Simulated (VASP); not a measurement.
Te2Mo, a slab with vacuum:

```
CELL_PARAMETERS angstrom
3.58381 0.00000 0.00000
-1.79191 3.10367 0.00000
0.00000 0.00000 17.64011
ATOMIC_POSITIONS crystal
Te 0.33333 0.66667 0.10214
Te 0.33333 0.66667 0.89786
Mo 0.00000 0.00000 0.00000
```

Base run:

| Property | Result |
| --- | --- |
| Program | VASP 6.6.1 |
| Functional | r2SCAN |
| Potentials or basis | VASP PAW PBE potentials, release 64 (Te, Mo_sv) |
| Cutoff | 520 eV |
| k mesh | 9 × 9 × 2 |
| Occupations | fermi-dirac, width 0.05 eV |
| Spin | no spin polarisation |

Its results: band gap on the k mesh 1.09 eV; largest force 0.261 eV/Å.

Task: The run is repeated on the same cell with these changes: functional from r2SCAN to LDA; potentials or basis from VASP PAW PBE potentials, release 64 (Te, Mo_sv) to VASP PAW LDA potentials, release 64 (Te, Mo_sv). What comes out?

Result: Band gap on the k mesh 1.01 eV; largest force 0.634 eV/Å.

Caveats: spin-orbit coupling is left out, which moves the levels of the heavy elements; the PAW data sets were made with another functional, which shifts forces and pressure a little (at least some runs).

A k mesh can miss the band edges.
